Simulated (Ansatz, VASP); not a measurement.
# In: VASP beside Ansatz

```
CELL_PARAMETERS angstrom
5.57505 0.00000 0.00000
-2.78753 4.82814 0.00000
0.00000 0.00000 3.41775
ATOMIC_POSITIONS crystal
In 0.00000 0.00000 0.00000
In 0.33333 0.66667 0.50000
In 0.66667 0.33333 0.50000
```

Alike in both runs: task relaxation of cell and atoms; functional PBE; k mesh 9 × 9 × 12; occupations gaussian, width 0.1 eV; no spin polarisation.

|  | VASP | Ansatz |
| --- | --- | --- |
| version | VASP 6.6.1 | Ansatz 0.2.0 |
| potentials or method | VASP PAW PBE potentials, release 64 (In_d), cutoff 600 eV | scalar-relativistic, plane waves, PAW |
| valence electrons in the cell | 39 | 39 |

```tsv
	VASP	Ansatz	Ansatz less VASP
gap on the k mesh at the Fermi level, each at its own relaxed structure (eV)	none	none	-
relaxed volume (Å³/atom)	28.00	27.99	-0.019
relaxed cell length with the largest relative difference (Å)	5.501	5.500	-0.0015
```

A gap of «none» marks a metal or a gap that the smearing closes.
